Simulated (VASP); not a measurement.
A run of VASP 6.6.1 is set up as follows.

INCAR

```
PREC = Accurate ; ENCUT = 520
EDIFF = 1E-6 ; ISMEAR = 0
SIGMA = 0.01 ; LREAL = F
LASPH = T ; NELM = 100
ALGO = Normal ; ISIF = 2
LWAVE = F ; LCHARG = F
GGA = PE ; NBANDS = 28
```

Contents of KPOINTS:

```
Automatic mesh
0
Gamma
  6 6 4
```

Contents of POSCAR:

```
SnTe
1.0
    5.4261419062      0.0000000000      0.0000000000
   -2.7130709532      4.6991767353      0.0000000000
    0.0000000000      0.0000000000      6.5110080973
Sn Te
2 2
Direct
    0.3333333333      0.6666666667     -0.0502760678
    0.6666666667      0.3333333333      0.4497239322
    0.3333333333      0.6666666667      0.4252760678
    0.6666666667      0.3333333333      0.9252760678
```

Potentials or basis: VASP PAW PBE potentials, release 64 (Sn_d, Te).

Run with:

```sh
$ cat potpaw_PBE.64/Sn_d/POTCAR potpaw_PBE.64/Te/POTCAR > POTCAR
$ mpirun -np 1 vasp_std > vasp.out
```

(1) What does it give for the largest force?

(2) Predict the pressure.

(3) What does it give for the band gap on the k mesh?

Answers

(1) 0.004 eV/Å.

(2) 0.0 GPa.

(3) 0.64 eV.

Caveat: spin-orbit coupling is left out, which moves the levels of the heavy elements.
